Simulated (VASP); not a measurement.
Set up this calculation in VASP 6.6.1, as the native input.

```yaml
Task: single point
Functional: PBE
Potentials_or_basis: VASP PAW PBE potentials, release 64 (Al, B, N)
Cutoff: 520 eV
k_mesh: 6 × 6 × 2
Occupations: gaussian, width 0.1 eV
Spin: no spin polarisation
Dipole_correction: no
Further_INCAR_settings: ALGO = Normal; EDIFF = 1e-06; NBANDS = 19
```

The structure of Al3B2N lies in POSCAR:

```
Al3B2N
1.0
    3.2254163000      0.0000000000      0.0000000000
    0.0000000000      3.2254163000      0.0000000000
    0.0000000000      0.0000000000      7.9761386000
Al B N
3 2 1
Direct
    0.0000000000      0.0000000000      0.0000000000
    0.0000000000      0.5000000000      0.5000000000
    0.5000000000      0.0000000000      0.5000000000
    0.0000000000      0.5000000000      0.0000000000
    0.5000000000      0.0000000000      0.0000000000
    0.5000000000      0.5000000000      0.0000000000
```

The cell was built from a structure type or drawn by symmetry, and may not be a known phase.

These files were run (other wordings do the same):

INCAR

```
SYSTEM = Al3B2N
PREC = Accurate
ENCUT = 520
EDIFF = 1E-6
ISMEAR = 0
SIGMA = 0.1
LREAL = .False.
LASPH = .True.
NELM = 60
ALGO = Normal
ISIF = 2
LWAVE = .False.
LCHARG = .False.
GGA = PE
NBANDS = 19
```

KPOINTS

```
regular mesh
0
Gamma
  6 6 2
  0 0 0
```

Potentials or basis: VASP PAW PBE potentials, release 64 (Al, B, N).

The run is started by

```console
$ cat potpaw_PBE.64/Al/POTCAR potpaw_PBE.64/B/POTCAR potpaw_PBE.64/N/POTCAR > POTCAR
$ mpirun -np 1 vasp_std > vasp.out
```

Results of the run:

The pressure is 75.1 GPa and the band gap on the k mesh is zero (bands 10 and 11 overlap by 1.81 eV).

Caveat: the k points lie up to 0.39 Å⁻¹ apart, too coarse for converged energies and pressures of a metal.

Wall time 39 s on 1 thread of Intel Xeon 8259CL, on a shared host, peak memory 0.19 GiB.
